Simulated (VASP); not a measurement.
Wanted: the native input for a VASP 6.6.1 run.

```
Task                   : single point
Functional             : PBEsol
Potentials or basis    : VASP PAW PBE potentials, release 64 (P)
Cutoff                 : 520 eV
k mesh                 : 8 × 1 × 6
Occupations            : gaussian, width 0.05 eV
Spin                   : no spin polarisation
Dipole correction      : no
Further INCAR settings : ALGO = Normal; EDIFF = 1e-06; NBANDS = 18
```

The structure of P lies in POSCAR:

```
P
1.0
    3.2837277200      0.0000000000      0.0000000000
    0.0000000000     34.8570309900      0.0000000000
    0.0000000000      0.0000000000      4.7247264042
P
4
Direct
    0.0000000000      0.9702614300      0.5921507200
    0.0000000000      0.0297385700      0.4078492800
    0.5000000000      0.0297385700      0.0921507200
    0.5000000000      0.9702614300      0.9078492800
```

This cell differs from its parent crystal: strain +0.0200 x Voigt [0, 0, 1, 0, 0, 0].

These files were run (other wordings do the same):

INCAR

```
SYSTEM = P
PREC = Accurate
ENCUT = 520
EDIFF = 1E-6
ISMEAR = 0
SIGMA = 0.05
LREAL = .False.
LASPH = .True.
NELM = 100
ALGO = Normal
ISIF = 2
LWAVE = .False.
LCHARG = .True.
GGA = PS
LELF = .True.
LVHAR = .True.
NBANDS = 18
```

KPOINTS

```
regular mesh
0
Gamma
  8 1 6
  0 0 0
```

Potentials or basis: VASP PAW PBE potentials, release 64 (P).

Launch:

```console
$ cat potpaw_PBE.64/P/POTCAR > POTCAR
$ mpirun -np 1 vasp_std > vasp.out
```

Results of the run:

The largest force is 0.046 eV/Å. The band gap on the k mesh is 1.01 eV.

Caveat: the cell differs from its parent crystal (strain +0.0200 x Voigt [0, 0, 1, 0, 0, 0]); the PAW data sets were made with another functional, which shifts forces and pressure a little.

It took 5.2 min on 1 thread of Intel(R) Xeon(R) Platinum 8259CL CPU @ 2.50GHz (Skylake/Cascade Lake), on a shared host, peak memory 0.56 GiB.
